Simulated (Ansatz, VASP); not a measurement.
**Two plane-wave programs on Al2Cu**

File INCAR:

```
SYSTEM = Al2Cu
PREC = Accurate
ENCUT = 520
EDIFF = 1E-7
ISMEAR = 0
SIGMA = 0.15
LREAL = .False.
LASPH = .True.
NELM = 60
ALGO = Fast
ISIF = 2
LWAVE = .False.
LCHARG = .False.
NBANDS = 16
```

The input KPOINTS:

```
Automatic mesh
0
Gamma
  14 14 14
  0 0 0
```

The input POSCAR:

```
Al2Cu
1.0
   -2.0982333072      2.0982333072      2.9768500000
    2.0982333072     -2.0982333072      2.9768500000
    2.0982333072      2.0982333072     -2.9768500000
Al Cu
2 1
Direct
    0.7500000000      0.2500000000      0.5000000000
    0.2500000000      0.7500000000      0.5000000000
    0.5000000000      0.5000000000      0.0000000000
```

Input for Ansatz:

```yaml
crystal:
  lattice:
    - [-2.0982333072, 2.0982333072, 2.97685]
    - [2.0982333072, -2.0982333072, 2.97685]
    - [2.0982333072, 2.0982333072, -2.97685]
  atoms:
    - { symbol: Al, position: [0.75, 0.25, 0.5] }
    - { symbol: Al, position: [0.25, 0.75, 0.5] }
    - { symbol: Cu, position: [0.5, 0.5, 0.0] }
basis:
  ecutwfc: 520.0
kpoints:
  mp_grid: { grid: [14, 14, 14] }
hamiltonian:
  xc: lda
  pseudopotentials: { kind: paw, azcp: { folder: soft_1 } }
scf:
  occupations: { method: gaussian, width: 0.15 }
output:
  forces: true
  stress: true
  eigenvalues: true
```

Alike in both runs: task single point; functional LDA; k mesh 14 × 14 × 14; occupations gaussian, width 0.15 eV; no spin polarisation.

```csv
,VASP,Ansatz
version,VASP 6.6.1,Ansatz 0.2.0
potentials or method,"VASP PAW LDA potentials, release 64 (Al, Cu), cutoff 520 eV","scalar-relativistic, plane waves, PAW"
valence electrons in the cell,17,25
```

```tsv
	VASP	Ansatz	Ansatz less VASP
gap on the k mesh at the Fermi level (eV)	none	none	-
pressure (GPa)	-11.0	-11.3	-0.29
traceless stress, the component that is largest in VASP (GPa)	-0.14	-0.14	-0.002
```

Ansatz warns that its potentials were made for another functional, while VASP's fit it. LDA's correlation is that of Perdew and Zunger in VASP and of Perdew and Wang (1992) in Ansatz. A gap of «none» marks a metal or a gap that the smearing closes. VASP's potentials hold 17 valence electrons a cell and Ansatz's 25, so a difference there can come from the potentials and not from the codes.
